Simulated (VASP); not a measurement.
Input of a VASP 6.6.1 run:

Contents of INCAR:

```
  PREC = Accurate
  ENCUT = 520
  EDIFF = 1E-6
  ISMEAR = -1
  SIGMA = 0.05
  LREAL = Auto
  LASPH = True
  NELM = 80
  ALGO = Normal
  ISIF = 2
  LWAVE = False
  LCHARG = True
  GGA = PE
  LELF = True
  LVHAR = True
  NBANDS = 54
```

Contents of KPOINTS:

```
regular mesh
0
Gamma
  5 5 5
```

File POSCAR:

```
K2PtC6N6
1.0
    7.3927988720      0.0000000000      0.0000000000
   -3.6963994360      6.4023516282      0.0000000000
    0.0000000000      0.0000000000      6.6613000000
K Pt C N
2 1 6 6
Direct
    0.3333333333      0.6666666667      0.5000000000
    0.6666666667      0.3333333333      0.5000000000
    0.0000000000      0.0000000000      0.0000000000
    0.2230062416      0.2230062416      0.1739738714
    0.7769937584      0.0000000000      0.1739738714
    0.0000000000      0.7769937584      0.1739738714
    0.7769937584      0.7769937584      0.8260261286
    0.0000000000      0.2230062416      0.8260261286
    0.2230062416      0.0000000000      0.8260261286
    0.3513219900      0.3513219900      0.2750804217
    0.6486780100      0.0000000000      0.2750804217
    0.0000000000      0.6486780100      0.2750804217
    0.6486780100      0.6486780100      0.7249195783
    0.0000000000      0.3513219900      0.7249195783
    0.3513219900      0.0000000000      0.7249195783
```

Potentials or basis: VASP PAW PBE potentials, release 64 (K_sv, Pt, C, N).

Command:

```sh
$ cat potpaw_PBE.64/K_sv/POTCAR potpaw_PBE.64/Pt/POTCAR potpaw_PBE.64/C/POTCAR potpaw_PBE.64/N/POTCAR > POTCAR
$ mpirun -np 1 vasp_std > vasp.out
```

Task: Estimate the pressure.

Result: 1.3 GPa.

Task: Predict the band gap on the k mesh.

Result: 5.66 eV (least direct gap 5.66 eV).

Task: Predict the largest force.

Result: 0.469 eV/Å.

Forces on the atoms (eV/Å):
```
K    0.000  0.000  0.000
K    0.000  0.000  0.000
Pt   0.000  0.000  0.000
C   -0.192 -0.333 -0.270
C    0.384  0.000 -0.270
C   -0.192  0.333 -0.270
C    0.192  0.333  0.270
C    0.192 -0.333  0.270
C   -0.384  0.000  0.270
N    0.173  0.300  0.241
N   -0.347  0.000  0.241
N    0.173 -0.300  0.241
N   -0.173 -0.300 -0.241
N   -0.173  0.300 -0.241
N    0.347  0.000 -0.241
```

Caveat: spin-orbit coupling is left out, which moves the levels of the heavy elements. A k mesh can miss the band edges.
